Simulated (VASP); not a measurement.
Runs of VASP 6.6.1 on Be4S. The structure is that of space group P-43m (No. 215), or close to it. The cells are those of the table. The cell was built from a structure type or drawn by symmetry, and may not be a known phase.

```csv
task,cell,k mesh,cutoff (eV),gap on the mesh (eV),pressure (GPa),relaxed volume (Å³/atom),largest force (eV/Å)
relaxation of cell and atoms,"relaxed from a = 3.861 Å, 5 atoms",10 × 10 × 10,600,none,0.0,(a),0.01
single point,"a = 3.696 Å, 5 atoms",6 × 6 × 6,520,none,15.7,-,2.97
single point,"a = 3.861 Å, 5 atoms",6 × 6 × 6,520,none,0.1,-,-
single point,"a = 3.865 Å, 5 atoms",10 × 10 × 10,520,none,0.0,-,-
relaxation of cell and atoms,"relaxed from a = 3.696 Å, 5 atoms",6 × 6 × 6,600,none,-0.2,11.56,0.01
```

Alike in all rows: level PBE; potentials or basis VASP PAW PBE potentials, release 64 (Be, S); no spin polarisation; smearing gaussian 0.1 eV.

Task: Fill in the values left out.

Result: (a) 11.55.

Caveats: the cell stands under pressure (at least some runs); forces of over 1 eV/Å act on the atoms, so gaps and moduli don't describe the material at rest (at least some runs).

A gap of «none» marks levels without a gap at the run's occupations.
